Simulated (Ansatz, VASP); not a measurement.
## One calculation of Ge, two programs

```
Ge
1.0
     0.00000    2.83601    2.83601
     2.83601    0.00000    2.83601
     2.83601    2.83601    0.00000
Ge
2
Direct
  0.50000 0.50000 0.50000
  0.75000 0.75000 0.75000
```

Alike in both runs: task single point; functional r2SCAN; k mesh 10 × 10 × 10; occupations fermi-dirac, width 0.3 eV; no spin polarisation.

```csv
,VASP,Ansatz
version,VASP 6.6.1,Ansatz 0.2.0
potentials or method,"VASP PAW PBE potentials, release 64 (Ge_d), cutoff 520 eV","plane waves (500 eV) with PAW, scalar-relativistic"
valence electrons in the cell,28,28
```

|  | VASP | Ansatz | Ansatz less VASP |
| --- | --- | --- | --- |
| pressure (GPa) | 0.4 | 0.3 | -0.06 |

VASP's potentials were made for PBE, not for r2SCAN. With one functional, cell and mesh, what is left measures potentials, basis and numerics.
